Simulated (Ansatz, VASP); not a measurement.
One calculation of ZnO, two programs

```
CELL_PARAMETERS angstrom
3.23089 0.00000 0.00000
-1.61544 2.79803 0.00000
0.00000 0.00000 5.21563
ATOMIC_POSITIONS crystal
Zn 0.33333 0.66667 0.99903
Zn 0.66667 0.33333 0.49903
O 0.33333 0.66667 0.37797
O 0.66667 0.33333 0.87797
```

Alike in both runs: task single point; functional PBEsol; k mesh 9 × 9 × 6; occupations gaussian, width 0.02 eV; no spin polarisation.

```csv
,VASP,Ansatz
version,VASP 6.6.1,Ansatz 0.2.0
potentials or method,"VASP PAW PBE potentials, release 64 (Zn, O), cutoff 600 eV","scalar-relativistic, plane waves, PAW"
valence electrons in the cell,36,36
```

|  | VASP | Ansatz | Ansatz less VASP |
| --- | --- | --- | --- |
| gap on the k mesh at the Fermi level (eV) | 0.69 | 0.70 | +0.012 |
| least direct gap on the mesh (eV) | 0.69 | 0.70 | +0.012 |
| pressure (GPa) | 0.4 | 0.0 | -0.43 |

VASP's potentials were made for PBE, not for PBEsol, and Ansatz warns of the same on its side.
